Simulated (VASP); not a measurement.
# Mn (P6/mmm) in VASP: notebook, part 2 of 2

VASP 6.6.1.

### 4 Relaxation of cell and atoms, PBEsol, collinear spin, ferromagnetic start

This run uses another cell than the first one: it holds 1 atom, not 3.

INCAR reads:

```
ALGO     = Normal         # electronic algorithm
EDIFF    = 1E-7           # SCF threshold, eV
EDIFFG   = -0.04          # ionic threshold
ENCUT    = 600            # plane-wave cutoff, eV
GGA      = PS             # functional
IBRION   = 2              # ionic algorithm
ISIF     = 3              # what is computed and relaxed
ISMEAR   = 0              # smearing method
ISPIN    = 2              # spin polarisation
LASPH    = T              # aspherical terms in the spheres
LCHARG   = F              # write CHGCAR
LMAXMIX  = 4              # l up to which the mixer works
LORBIT   = 11             # projections on sites
LREAL    = F              # projectors in reciprocal space
LWAVE    = F              # write WAVECAR
MAGMOM   = 2.06           # initial moments
NELM     = 150            # most SCF steps
NSW      = 90             # ionic steps
PREC     = Accurate       # precision mode
SIGMA    = 0.1            # smearing width, eV
```

KPOINTS reads:

```
k-points
0
Gamma
  9 9 8
```

POSCAR reads:

```
Mn
1.0
    2.5384469893      0.0000000000      0.0000000000
   -1.2692234946      2.1983595788      0.0000000000
    0.0000000000      0.0000000000      2.3718614056
Mn
1
Direct
    0.0000000000      0.0000000000      0.0000000000
```

The run is started by

```bash
$ cat potpaw_PBE.64/Mn_pv/POTCAR > POTCAR
$ mpirun -np 1 vasp_std > vasp.out
```

It took 2.2 min on 1 thread of Intel Xeon Platinum 8375C at 2.90GHz (Ice Lake), shared host; peak memory 0.15 GiB.

Results (log left out):

```yaml
Free_energy: -9.1260 eV
Relaxed_volume: 10.97 Å³/atom
Relaxed_cell: a = 2.449 Å, b = 2.449 Å, c = 2.111 Å, α = 90.00°, β = 90.00°, γ = 120.00°
Space_group_after_relaxing_to_0.05_Å: P6/mmm (No. 191)
Energy_gained_by_relaxing: 273.3 meV/atom
Ionic_steps: 13
Pressure_after_relaxing: 0.0 GPa
Net_moment: 0.00 μB per cell
Valence_electrons_inside_the_program's_atomic_spheres: Mn 12.10
```

Stress tensor (GPa, compression positive):
```
 0.30  0.00  0.00
 0.00  0.30  0.00
 0.00  0.00 -0.57
```

Step by step:
```tsv
step	energy change (eV)	largest force (eV/Å)	pressure (GPa)	volume (Å³)
1	0.0000	0.0000	-16.24	13.24
2	-0.1278	0.0000	10.62	10.82
3	-0.1528	0.0000	-1.57	11.33
4	-0.1529	0.0000	-3.61	11.44
5	-0.1530	0.0000	-2.71	11.39
6	-0.2128	0.0000	10.58	10.57
7	-0.1195	0.0000	42.86	9.72
8	-0.2188	0.0000	14.54	10.43
9	-0.2356	0.0000	16.74	10.35
10	-0.2371	0.0000	17.88	10.32
11	-0.2519	0.0000	13.41	10.47
12	-0.2730	0.0000	1.48	10.90
13	-0.2733	0.0000	0.01	10.97
```

Final structure:
```
Mn
1.0
     2.44937    0.00000    0.00000
    -1.22469    2.12122    0.00000
     0.00000    0.00000    2.11051
Mn
1
Direct
  0.00000 0.00000 0.00000
```

Levels at points of the mesh, in eV from the Fermi level:
Spin up:
| k point | band 4 | band 5 | band 6 | band 7 | band 8 | band 9 | band 10 | band 11 |
| --- | --- | --- | --- | --- | --- | --- | --- | --- |
| (0.00, 0.00, 0.00) | -8.40 | -4.10 | -1.31 | -1.31 | 2.04 | 2.04 | 19.86 | 24.50 |
| (0.00, 0.00, 0.50) | -3.26 | -0.74 | -0.74 | -0.49 | -0.49 | -0.30 | 8.72 | 26.13 |
Spin down:
| k point | band 4 | band 5 | band 6 | band 7 | band 8 | band 9 | band 10 | band 11 |
| --- | --- | --- | --- | --- | --- | --- | --- | --- |
| (0.00, 0.00, 0.00) | -8.40 | -4.10 | -1.31 | -1.31 | 2.04 | 2.04 | 19.86 | 24.50 |
| (0.00, 0.00, 0.50) | -3.26 | -0.74 | -0.74 | -0.49 | -0.49 | -0.30 | 8.72 | 26.13 |

Caveat: the starting moments collapsed, and a magnetic state may lie lower; the volume moved by over 15 % at a fixed basis, so the end points are rough; the PAW data sets were made with another functional, which shifts forces and pressure a little.

### 5 Single point, PBEsol

This run uses another cell than the first one: it holds 1 atom, not 3.

INCAR reads:

```
  ALGO = Normal
  EDIFF = 1E-7
  ENCUT = 520
  GGA = PS
  ISIF = 2
  ISMEAR = 0
  LASPH = T
  LCHARG = T
  LELF = T
  LREAL = F
  LVHAR = T
  LWAVE = F
  NBANDS = 12
  NELM = 100
  PREC = Accurate
  SIGMA = 0.1
```

KPOINTS reads:

```
k-points
0
Gamma
  27 27 26
```

POSCAR reads:

```
Mn
1.0
    2.4514983706      0.0000000000      0.0000000000
   -1.2257491853      2.1230598662      0.0000000000
    0.0000000000      0.0000000000      2.1025066580
Mn
1
Direct
    0.0000000000      0.0000000000      0.0000000000
```

The run is started by

```bash
$ cat potpaw_PBE.64/Mn_pv/POTCAR > POTCAR
$ mpirun -np 1 vasp_std > vasp.out
```

Wall time 82 s (1 thread of Intel Xeon Platinum 8375C at 2.90GHz (Ice Lake), shared host); peak memory 0.24 GiB.

It converged, with:

* Free energy: -9.1125 eV
* Pressure: 0.5 GPa

Stress tensor (GPa, compression positive):
```
0.09 0.00 0.00
0.00 0.09 0.00
0.00 0.00 1.45
```

Levels at points of the mesh, in eV from the Fermi level:
```
           k point  band 2  band 3  band 4  band 5  band 6  band 7  band 8  band 9  band 10  band 11
(0.00, 0.00, 0.00)  -47.66  -47.34   -8.46   -4.21   -1.34   -1.34    2.00    2.00    19.77    24.68
(0.00, 0.00, 0.50)  -47.48  -47.48   -3.27   -0.85   -0.85   -0.50   -0.50   -0.31     8.75    26.14
```

Caveat: the PAW data sets were made with another functional, which shifts forces and pressure a little; the run has no spin polarisation, though such a crystal can be magnetic.

### 6 Relaxation of cell and atoms, PBEsol

This run uses another cell than the first one: it holds 1 atom, not 3.

INCAR reads:

```
PREC = Accurate
ENCUT = 600
EDIFF = 1E-7
ISMEAR = 0
SIGMA = 0.1
LREAL = False
LASPH = True
NELM = 100
ALGO = Normal
ISIF = 3
LWAVE = False
LCHARG = False
GGA = PS
IBRION = 2
NSW = 100
EDIFFG = -0.01
```

KPOINTS reads:

```
Automatic mesh
0
Gamma
  27 27 26
```

POSCAR reads:

```
Mn
1.0
    2.4509073916      0.0000000000      0.0000000000
   -1.2254536958      2.1225480635      0.0000000000
    0.0000000000      0.0000000000      2.1060782480
Mn
1
Direct
    0.0000000000      0.0000000000      0.0000000000
```

Potentials or basis: VASP PAW PBE potentials, release 64 (Mn_pv).

The run is started by

```bash
$ cat potpaw_PBE.64/Mn_pv/POTCAR > POTCAR
$ mpirun -np 1 vasp_std > vasp.out
```

Run time: 2.6 min. Hardware: 1 thread of Intel Xeon Platinum 8375C at 2.90GHz (Ice Lake), shared host; peak memory 0.26 GiB.

It converged, with:

- Free energy: -9.1126 eV
- Relaxed volume: 10.96 Å³/atom
- Relaxed cell: a = 2.451 Å, b = 2.451 Å, c = 2.107 Å, α = 90.00°, β = 90.00°, γ = 120.00°
- Space group after relaxing (to 0.05 Å): P6/mmm (No. 191)
- Energy gained by relaxing: 0.0 meV/atom
- Ionic steps: 3
- Pressure after relaxing: 0.0 GPa

Final structure:
```yaml
crystal:
  lattice:
    - [2.45096, 0.00000, 0.00000]
    - [-1.22548, 2.12260, 0.00000]
    - [0.00000, 0.00000, 2.10658]
  atoms:
    - { symbol: Mn, position: [0.00000, 0.00000, 0.00000] }
```

Levels at points of the mesh, in eV from the Fermi level:
| k point | band 4 | band 5 | band 6 | band 7 | band 8 | band 9 |
| --- | --- | --- | --- | --- | --- | --- |
| (0.00, 0.00, 0.00) | -8.45 | -4.20 | -1.33 | -1.33 | 1.99 | 1.99 |
| (0.00, 0.00, 0.50) | -3.29 | -0.83 | -0.83 | -0.50 | -0.50 | -0.33 |

Caveat: the PAW data sets were made with another functional, which shifts forces and pressure a little; the run has no spin polarisation, though such a crystal can be magnetic. Spin polarisation is off, so any magnetic state and its effect on volume and gap are missing.

### 7 The runs side by side

```csv
task,cell,k mesh,cutoff (eV),gap on the mesh (eV),pressure (GPa),relaxed volume (Å³/atom)
relaxation of cell and atoms,"relaxed from a = 3.850, b = 3.850, c = 2.423 Å, angles 90.0, 90.0, 120.0°, 3 atoms",15 × 15 × 18,600,none,0.0,10.39
single point,"a = 2.451, b = 2.451, c = 2.103 Å, angles 90.0, 90.0, 120.0°, 1 atom",27 × 27 × 26,520,none,0.5,-
relaxation of cell and atoms,"relaxed from a = 2.451, b = 2.451, c = 2.106 Å, angles 90.0, 90.0, 120.0°, 1 atom",27 × 27 × 26,600,none,0.0,10.96
```

Alike in all rows: level PBEsol; potentials or basis VASP PAW PBE potentials, release 64 (Mn_pv); no spin polarisation; smearing gaussian 0.1 eV.

Caveats: the PAW data sets were made with another functional, which shifts forces and pressure a little; the run has no spin polarisation, though such a crystal can be magnetic.

Total energies depend on the potentials used, so only differences within one code and one set of settings carry meaning.
